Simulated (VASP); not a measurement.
Set up this calculation in VASP 6.6.1, as the native input.

- Task: single point
- Functional: LDA
- Potentials or basis: VASP PAW LDA potentials, release 64 (F)
- Cutoff: 520 eV
- k mesh: 17 × 17 × 17
- Occupations: fermi-dirac, width 0.08 eV
- Spin: no spin polarisation
- Dipole correction: no
- Further INCAR settings: ALGO = Normal; EDIFF = 1e-06; NBANDS = 10

The structure of F lies in POSCAR:

```
F
1.0
    1.6542738754      0.0000000000      0.0000000000
    0.0000000000      1.6542738754      0.0000000000
    0.0000000000      0.0000000000      1.6542738754
F
1
Direct
    0.0000000000      0.0000000000      0.0000000000
```

This cell differs from its parent crystal: volume scaled by 0.5.

The input as run:

INCAR

```
  ALGO = Normal
  EDIFF = 1E-6
  ENCUT = 520
  GGA = CA
  ISIF = 2
  ISMEAR = -1
  LASPH = True
  LCHARG = False
  LREAL = False
  LWAVE = False
  NBANDS = 10
  NELM = 60
  PREC = Accurate
  SIGMA = 0.08
```

KPOINTS

```
k-points
0
Gamma
  17 17 17
```

Potentials or basis: VASP PAW LDA potentials, release 64 (F).

Run with:

```sh
$ cat potpaw_LDA.64/F/POTCAR > POTCAR
$ mpirun -np 1 vasp_std > vasp.out
```

It gave:

The pressure is 397.2 GPa.

Caveat: an odd number of electrons without spin polarisation forces a metal; a magnetic or distorted state may lie lower.

Wall time 1.6 s on 1 thread of Intel(R) Xeon(R) 6975P-C (Granite Rapids), with other jobs on the host, peak memory 0.1 GiB.
